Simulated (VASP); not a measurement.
Wanted: the native input for a VASP 6.6.1 run.

```yaml
Task: single point
Functional: PBE
Potentials_or_basis: VASP PAW PBE potentials, release 64 (Rb_sv, Sb, S)
Cutoff: 520 eV
k_mesh: 8 × 8 × 8
Occupations: gaussian, width 0.1 eV
Spin: no spin polarisation
Dipole_correction: no
Further_INCAR_settings: ALGO = Normal; EDIFF = 1e-06; NBANDS = 24
```

The structure of RbSbS3 lies in POSCAR:

```
RbSbS3
1.0
    5.3444971539      0.0000000000      0.0000000000
    0.0000000000      5.3444971539      0.0000000000
    0.0000000000      0.0000000000      5.3444971539
Rb Sb S
1 1 3
Direct
    0.5000000000      0.5000000000      0.5000000000
    0.0000000000      0.0000000000      0.0000000000
    0.5000000000      0.0000000000      0.5000000000
    0.0000000000      0.5000000000      0.5000000000
    0.5000000000      0.5000000000      0.0000000000
```

The cell was built from a structure type or drawn by symmetry, and may not be a known phase.

One way to write it, as run:

INCAR

```
  PREC = Accurate
  ENCUT = 520
  EDIFF = 1E-6
  ISMEAR = 0
  SIGMA = 0.1
  LREAL = F
  LASPH = T
  NELM = 100
  ALGO = Normal
  ISIF = 2
  LWAVE = F
  LCHARG = F
  GGA = PE
  NBANDS = 24
```

KPOINTS

```
Automatic mesh
0
Gamma
  8 8 8
```

Potentials or basis: VASP PAW PBE potentials, release 64 (Rb_sv, Sb, S).

Command:

```bash
$ cat potpaw_PBE.64/Rb_sv/POTCAR potpaw_PBE.64/Sb/POTCAR potpaw_PBE.64/S/POTCAR > POTCAR
$ mpirun -np 1 vasp_std > vasp.out
```

Results of the run:

| Property | Result |
| --- | --- |
| Pressure | 0.1 GPa |
| Band gap on the k mesh | zero (bands 16 and 17 overlap by 0.87 eV) |

Caveat: spin-orbit coupling is left out, which moves the levels of the heavy elements.

Wall time 120 s on 1 thread of Intel(R) Xeon(R) Platinum 8488C (Sapphire Rapids), with other jobs on the host, peak memory 0.31 GiB.
